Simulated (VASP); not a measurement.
NaCl:

```
Na Cl
1.0
     3.95546    0.00000    0.00000
    -1.97773    3.42553    0.00000
     0.00000    0.00000    6.83882
Na Cl
2 2
Direct
  0.00000 0.00000 0.00000
  0.00000 0.00000 0.50000
  0.33333 0.66667 0.25000
  0.66667 0.33333 0.75000
```

```yaml
Program: VASP 6.6.1
Task: relaxation of cell and atoms
Functional: PBEsol
Potentials_or_basis: VASP PAW PBE potentials, release 64 (Na_pv, Cl)
Cutoff: 600 eV
k_mesh: 6 × 6 × 4
Occupations: fermi-dirac, width 0.02 eV
Spin: no spin polarisation
```

At the start: pressure -1.1 GPa; volume 23.17 Å³/atom.

Q: Where does the relaxation end?

A: Over 6 steps the energy falls by 3.9 meV/atom and the volume is 22.08 Å³/atom (-4.7 %); space group P6_3/mmc (No. 194, to 0.1 Å) before and after.

The path:
| step | energy change (eV) | largest force (eV/Å) | pressure (GPa) | volume (Å³) |
| --- | --- | --- | --- | --- |
| 1 | 0.0000 | 0.0000 | -1.09 | 92.66 |
| 2 | -0.0112 | 0.0000 | -0.60 | 90.56 |
| 3 | -0.0154 | 0.0000 | -0.04 | 88.51 |
| 4 | -0.0154 | 0.0000 | 0.01 | 88.34 |
| 5 | -0.0155 | 0.0000 | 0.01 | 88.34 |
| 6 | -0.0155 | 0.0000 | 0.01 | 88.34 |

Final structure:
```yaml
crystal:
  lattice:
    - [3.88776, 0.00000, 0.00000]
    - [-1.94388, 3.36690, 0.00000]
    - [0.00000, 0.00000, 6.74870]
  atoms:
    - { symbol: Na, position: [0.00000, 0.00000, 0.00000] }
    - { symbol: Na, position: [0.00000, 0.00000, 0.50000] }
    - { symbol: Cl, position: [0.33333, 0.66667, 0.25000] }
    - { symbol: Cl, position: [0.66667, 0.33333, 0.75000] }
```

Caveat: the PAW data sets were made with another functional, which shifts forces and pressure a little.
